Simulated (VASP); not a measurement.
Set up this calculation in VASP 6.6.1, as the native input.

```yaml
Task: single point
Functional: LDA
Potentials_or_basis: VASP PAW LDA potentials, release 64 (Ba_sv, Pd, O)
Cutoff: 520 eV
k_mesh: 6 × 6 × 6
Occupations: methfessel-paxton, width 0.1 eV
Spin: no spin polarisation
Dipole_correction: no
Further_INCAR_settings: ALGO = Normal; EDIFF = 1e-07; NBANDS = 27
```

The structure of BaPdO3 lies in POSCAR:

```
BaPdO3
1.0
    4.1282670000      0.0000000000      0.0000000000
    0.0000000000      4.1282670000      0.0000000000
    0.0000000000      0.0000000000      4.1282670000
Ba Pd O
1 1 3
Direct
    0.0000000000      0.0000000000      0.0000000000
    0.5000000000      0.5000000000      0.5000000000
    0.0000000000      0.5000000000      0.5000000000
    0.5000000000      0.0000000000      0.5000000000
    0.5000000000      0.5000000000      0.0000000000
```

The input as run:

INCAR

```
ALGO = Normal ; EDIFF = 1E-7
ENCUT = 520 ; ISIF = 2
ISMEAR = 1 ; LASPH = True
LCHARG = False ; LREAL = False
LWAVE = False ; NBANDS = 27
NELM = 80 ; PREC = Accurate
SIGMA = 0.1
```

KPOINTS

```
k-points
0
Gamma
  6 6 6
```

Potentials or basis: VASP PAW LDA potentials, release 64 (Ba_sv, Pd, O).

Launch:

```bash
$ cat potpaw_LDA.64/Ba_sv/POTCAR potpaw_LDA.64/Pd/POTCAR potpaw_LDA.64/O/POTCAR > POTCAR
$ mpirun -np 1 vasp_std > vasp.out
```

Results of the run:

The pressure is -12.2 GPa and the band gap on the k mesh is zero (band 19 reaches 3.53 eV, above the bottom of band 20 at 2.43 eV).

Caveat: spin-orbit coupling is left out, which moves the levels of the heavy elements.

It took 48 s on 1 thread of Intel Xeon 6975P-C, with other jobs on the host, peak memory 0.18 GiB.
